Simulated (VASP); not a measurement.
**Mg9BiSb5: single point with PBEsol**

Mg9BiSb5:

```
Mg Bi Sb
1.0
     0.00000    0.00000    7.21160
     6.85103    3.95544    0.00000
    -6.85103    3.95544    0.00000
Mg Bi Sb
9 1 5
Direct
  0.63356 0.33333 0.33333
  0.63316 0.66667 0.00000
  0.63316 0.00000 0.66667
  0.36982 0.33333 0.99678
  0.36982 0.66989 0.66989
  0.36982 0.99678 0.33333
  0.99861 0.99125 0.99125
  0.99861 0.33333 0.67542
  0.99861 0.67542 0.33333
  0.21617 0.33333 0.33333
  0.22563 0.66667 0.00000
  0.22563 0.00000 0.66667
  0.77580 0.33333 0.00018
  0.77580 0.66649 0.66649
  0.77580 0.00018 0.33333
```

```yaml
Program: VASP 6.6.1
Task: single point
Functional: PBEsol
Potentials_or_basis: VASP PAW PBE potentials, release 64 (Mg, Bi_d, Sb)
Cutoff: 520 eV
k_mesh: 6 × 6 × 6
Occupations: gaussian, width 0.01 eV
Spin: no spin polarisation
```

- Pressure: 0.1 GPa
- Largest force: 0.022 eV/Å
- Band gap on the k mesh: 0.14 eV (least direct gap 0.19 eV)

Forces in eV/Å, atoms in the order of the input:
```
Mg   0.000  0.000 -0.019
Mg   0.000  0.000 -0.005
Mg   0.000  0.000 -0.005
Mg  -0.014  0.008 -0.004
Mg   0.000 -0.016 -0.004
Mg   0.014  0.008 -0.004
Mg   0.000  0.008  0.002
Mg   0.007 -0.004  0.002
Mg  -0.007 -0.004  0.002
Bi   0.000  0.000  0.021
Sb   0.000  0.000 -0.022
Sb   0.000  0.000 -0.022
Sb   0.000  0.000  0.020
Sb   0.000  0.000  0.020
Sb   0.000  0.000  0.020
```

Levels at points of the mesh, in eV from the valence-band top:
| k point | band 25 | band 26 | band 27 | band 28 | band 29 | band 30 | band 31 | band 32 | band 33 | band 34 |
| --- | --- | --- | --- | --- | --- | --- | --- | --- | --- | --- |
| (0.00, 0.00, 0.00) | -1.14 | -1.14 | -0.41 | -0.41 | 0.00 | 0.19 | 0.19 | 0.87 | 1.10 | 3.01 |
| (0.50, 0.00, 0.00) | -0.91 | -0.85 | -0.85 | -0.71 | -0.71 | 1.48 | 1.64 | 1.68 | 1.72 | 1.72 |
| (0.00, 0.50, 0.00) | -1.25 | -1.18 | -0.96 | -0.90 | -0.86 | 0.29 | 1.59 | 1.59 | 1.85 | 2.09 |
| (0.50, 0.50, 0.00) | -1.67 | -1.66 | -1.57 | -1.53 | -1.50 | 0.44 | 1.16 | 1.66 | 1.67 | 1.69 |

Wall time 19 min on 1 thread of Intel Xeon 8259CL, on a shared host, peak memory 0.67 GiB.

Caveat: the PAW data sets were made with another functional, which shifts forces and pressure a little; spin-orbit coupling is left out, which moves the levels of the heavy elements. A k mesh can miss the band edges.
